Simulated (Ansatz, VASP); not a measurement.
**Sc in VASP and in Ansatz**

Contents of INCAR:

```
SYSTEM = Sc
ALGO = Fast ; EDIFF = 1E-6
ENCUT = 520 ; GGA = PE
ISIF = 2 ; ISMEAR = 0
LASPH = .True. ; LCHARG = .False.
LREAL = .False. ; LWAVE = .False.
NBANDS = 18 ; NELM = 100
PREC = Accurate ; SIGMA = 0.15
```

Contents of KPOINTS:

```
k-points
0
Gamma
  18 18 10
  0 0 0
```

File POSCAR:

```
Sc
1.0
    3.3087978973      0.0000000000      0.0000000000
   -1.6543989486      2.8655030350      0.0000000000
    0.0000000000      0.0000000000      5.1889800000
Sc
2
Direct
    0.3333333333      0.6666666667      0.2500000000
    0.6666666667      0.3333333333      0.7500000000
```

Input for Ansatz:

```yaml
crystal:
  lattice:
    - [3.3087978973, 0.0, 0.0]
    - [-1.6543989486, 2.865503035, 0.0]
    - [0.0, 0.0, 5.18898]
  atoms:
    - { symbol: Sc, position: [0.3333333333, 0.6666666667, 0.25] }
    - { symbol: Sc, position: [0.6666666667, 0.3333333333, 0.75] }
basis:
  ecutwfc: 420
kpoints:
  mp_grid: { grid: [18, 18, 10] }
hamiltonian:
  xc: pbe
scf:
  occupations: { method: gaussian, width: 0.15 }
output:
  forces: true
  stress: true
  eigenvalues: true
  write_density: true
  write_potential: true
  elf: true
  volumetric_format: npy
```

Change from the starting cell: strain -0.0150 x Voigt [0, 0, 1, 0, 0, 0], atoms carried along.

Alike in both runs: task single point; functional PBE; k mesh 18 × 18 × 10; occupations gaussian, width 0.15 eV; no spin polarisation.

|  | VASP | Ansatz |
| --- | --- | --- |
| version | VASP 6.6.1 | Ansatz 0.2.0 |
| potentials or method | VASP PAW PBE potentials, release 64 (Sc_sv), cutoff 520 eV | scalar-relativistic, plane waves, PAW |
| valence electrons in the cell | 22 | 22 |

Ansatz gave:

| Item | Value |
| --- | --- |
| gap on the k mesh at the Fermi level (eV) | none |
| pressure (GPa) | 0.1 |
| traceless stress, the component that is largest in VASP (GPa) | -0.36 |

Task: Which values does VASP return?

Result: gap on the k mesh at the Fermi level (eV): none; pressure (GPa): 0.2; traceless stress, the component that is largest in VASP (GPa): -0.35.

A gap of «none» marks a metal or a gap that the smearing closes.
